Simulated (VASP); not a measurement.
Set up this calculation in VASP 6.6.1, as the native input.

| Quantity | Value |
| --- | --- |
| Task | single point |
| Functional | PBE |
| Potentials or basis | VASP PAW PBE potentials, release 64 (Te, Mo_sv) |
| Cutoff | 520 eV |
| k mesh | 1 × 1 × 1 |
| Occupations | gaussian, width 0.05 eV |
| Spin | no spin polarisation |
| Dipole correction | no |
| Further INCAR settings | LREAL = Auto; ALGO = Normal; EDIFF = 1e-07; NBANDS = 238 |

The structure of Te2Mo lies in POSCAR:

```
Te2Mo
1.0
    7.1204640000     12.3330080000      0.0000000000
   14.2409300000      0.0000000000      0.0000000000
    1.7801160000      3.0832520000    -17.5240580000
Te Mo
32 16
Direct
    0.8911310000      0.4166660000      0.1021440000
    0.1411310000      0.4166660000      0.1021440000
    0.1411310000      0.1666660000      0.1021440000
    0.3911310000      0.9166660000      0.1021440000
    0.6411310000      0.9166660000      0.1021440000
    0.8911310000      0.9166660000      0.1021440000
    0.1411310000      0.9166660000      0.1021440000
    0.6411310000      0.6666660000      0.1021440000
    0.8911310000      0.6666660000      0.1021440000
    0.1411310000      0.6666660000      0.1021440000
    0.3911310000      0.4166660000      0.1021440000
    0.6411310000      0.4166660000      0.1021440000
    0.3911310000      0.1666660000      0.1021440000
    0.6411310000      0.1666660000      0.1021440000
    0.8911310000      0.1666660000      0.1021440000
    0.3911310000      0.6666660000      0.1021440000
    0.6922030000      0.4166660000      0.8978560000
    0.9422030000      0.4166660000      0.8978560000
    0.9422030000      0.1666660000      0.8978560000
    0.1922030000      0.9166660000      0.8978560000
    0.4422030000      0.9166660000      0.8978560000
    0.6922030000      0.9166660000      0.8978560000
    0.9422030000      0.9166660000      0.8978560000
    0.4422030000      0.6666660000      0.8978560000
    0.6922030000      0.6666660000      0.8978560000
    0.9422030000      0.6666660000      0.8978560000
    0.1922030000      0.4166660000      0.8978560000
    0.4422030000      0.4166660000      0.8978560000
    0.1922030000      0.1666660000      0.8978560000
    0.4422030000      0.1666660000      0.8978560000
    0.6922030000      0.1666660000      0.8978560000
    0.1922030000      0.6666660000      0.8978560000
    0.5000000000      0.5000000000      0.0000000000
    0.7500000000      0.5000000000      0.0000000000
    0.7500000000      0.2500000000      0.0000000000
    0.0000000000      0.0000000000      0.0000000000
    0.2500000000      0.0000000000      0.0000000000
    0.5000000000      0.0000000000      0.0000000000
    0.7500000000      0.0000000000      0.0000000000
    0.2500000000      0.7500000000      0.0000000000
    0.5000000000      0.7500000000      0.0000000000
    0.7500000000      0.7500000000      0.0000000000
    0.0000000000      0.5000000000      0.0000000000
    0.2500000000      0.5000000000      0.0000000000
    0.0000000000      0.2500000000      0.0000000000
    0.2500000000      0.2500000000      0.0000000000
    0.5000000000      0.2500000000      0.0000000000
    0.0000000000      0.7500000000      0.0000000000
```

These files were run (other wordings do the same):

INCAR

```
PREC = Accurate
ENCUT = 520
EDIFF = 1E-7
ISMEAR = 0
SIGMA = 0.05
LREAL = Auto
LASPH = T
NELM = 100
ALGO = Normal
ISIF = 2
LWAVE = F
LCHARG = F
GGA = PE
NBANDS = 238
```

KPOINTS

```
regular mesh
0
Gamma
  1 1 1
```

Potentials or basis: VASP PAW PBE potentials, release 64 (Te, Mo_sv).

Run with:

```sh
$ cat potpaw_PBE.64/Te/POTCAR potpaw_PBE.64/Mo_sv/POTCAR > POTCAR
$ mpirun -np 1 vasp_gam > vasp.out
```

Results of the run:

```
Largest force          : 0.239 eV/Å
Band gap on the k mesh : 1.70 eV
```

Caveat: the k points lie up to 0.52 Å⁻¹ apart; there is no dipole correction, which matters where the two faces differ; spin-orbit coupling is left out, which moves the levels of the heavy elements.

Wall time 68 min on 1 thread of Intel Xeon 8259CL, with other jobs on the host, peak memory 2.3 GiB.
